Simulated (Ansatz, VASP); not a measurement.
Two plane-wave programs on Ni3Hg

INCAR

```
  PREC = Accurate
  ENCUT = 520
  EDIFF = 1E-6
  ISMEAR = 0
  SIGMA = 0.1
  LREAL = False
  LASPH = True
  NELM = 150
  ALGO = Normal
  ISIF = 2
  LWAVE = False
  LCHARG = False
  ISPIN = 2
  MAGMOM = 2 2 2 0
  LORBIT = 11
  LMAXMIX = 4
  GGA = PE
  NBANDS = 33
```

File KPOINTS:

```
Automatic mesh
0
Gamma
  4 4 4
```

Contents of POSCAR:

```
Ni3Hg
1.0
    3.7449110000      0.0000000000      0.0000000000
    0.0000000000      3.7449110000      0.0000000000
    0.0000000000      0.0000000000      3.7449110000
Ni Hg
3 1
Direct
    0.0000000000      0.5000000000      0.5000000000
    0.5000000000      0.0000000000      0.5000000000
    0.5000000000      0.5000000000      0.0000000000
    0.0000000000      0.0000000000      0.0000000000
```

Input for Ansatz:

```yaml
crystal:
  lattice:
    - [3.744911, 0.0, 0.0]
    - [0.0, 3.744911, 0.0]
    - [0.0, 0.0, 3.744911]
  atoms:
    - { symbol: Ni, position: [0.0, 0.5, 0.5], spin: 2.0 }
    - { symbol: Ni, position: [0.5, 0.0, 0.5], spin: 2.0 }
    - { symbol: Ni, position: [0.5, 0.5, 0.0], spin: 2.0 }
    - { symbol: Hg, position: [0.0, 0.0, 0.0] }
basis:
  ecutwfc: 420
kpoints:
  mp_grid: { grid: [4, 4, 4] }
hamiltonian:
  xc: pbe
scf:
  occupations: { method: gaussian, width: 0.1 }
  lower_state_search: "off"
output:
  forces: true
  stress: true
  eigenvalues: true
  populations: true
magnetization:
  spin_polarized: true
```

Alike in both runs: task single point; functional PBE; k mesh 4 × 4 × 4; occupations gaussian, width 0.1 eV; collinear spin.

|  | VASP | Ansatz |
| --- | --- | --- |
| version | VASP 6.6.1 | Ansatz 0.2.0 |
| potentials or method | VASP PAW PBE potentials, release 64 (Ni, Hg), cutoff 520 eV | scalar-relativistic, plane waves, PAW |
| valence electrons in the cell | 42 | 74 |

Ansatz gave:

- gap on the k mesh at the Fermi level (eV): none
- pressure (GPa): 0.3
- net moment per atom (μB): 0.23
- size of the moment on the site where the two differ most (μB): 0.34

**Question.** What did VASP give for the same quantities?

**Answer.** gap on the k mesh at the Fermi level (eV): none; pressure (GPa): 1.2; net moment per atom (μB): 0.23; size of the moment on the site where the two differ most (μB): 0.33.

Site moments also hang on the region over which each program counts them. A gap of «none» marks a metal or a gap that the smearing closes. The functional is the same, so the differences come from potentials, cutoffs and numerics. VASP's potentials hold 42 valence electrons a cell and Ansatz's 74, so a difference there can come from the potentials and not from the codes.

The k mesh is coarse, so the values compare programs but aren't converged. Spin-orbit coupling is off throughout.
